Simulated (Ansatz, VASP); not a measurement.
## One calculation of CdSe, two programs

```
Cd Se
1.0
     0.00000    3.12890    3.12890
     3.12890    0.00000    3.12890
     3.12890    3.12890    0.00000
Cd Se
1 1
Direct
  0.00000 0.00000 0.00000
  0.25000 0.25000 0.25000
```

Alike in both runs: task single point; functional PBE; k mesh 6 × 6 × 6; no spin polarisation.

|  | VASP | Ansatz |
| --- | --- | --- |
| version | VASP 6.6.1 | Ansatz 0.2.0 |
| potentials or method | VASP PAW PBE potentials, release 64 (Cd, Se) | plane waves, PAW |
| plane-wave cutoff (eV) | 520 | 420 |
| occupations | gaussian, width 0.01 eV | fixed |
| valence electrons in the cell | 18 | 36 |

VASP gave:

| Quantity | Value |
| --- | --- |
| gap on the k mesh at the Fermi level (eV) | 0.43 |
| pressure (GPa) | -1.0 |

Q: Which values does Ansatz return?

A: gap on the k mesh at the Fermi level (eV): 0.43; pressure (GPa): -1.2.

VASP's potentials hold 18 valence electrons a cell and Ansatz's 36, so a difference there can come from the potentials and not from the codes.
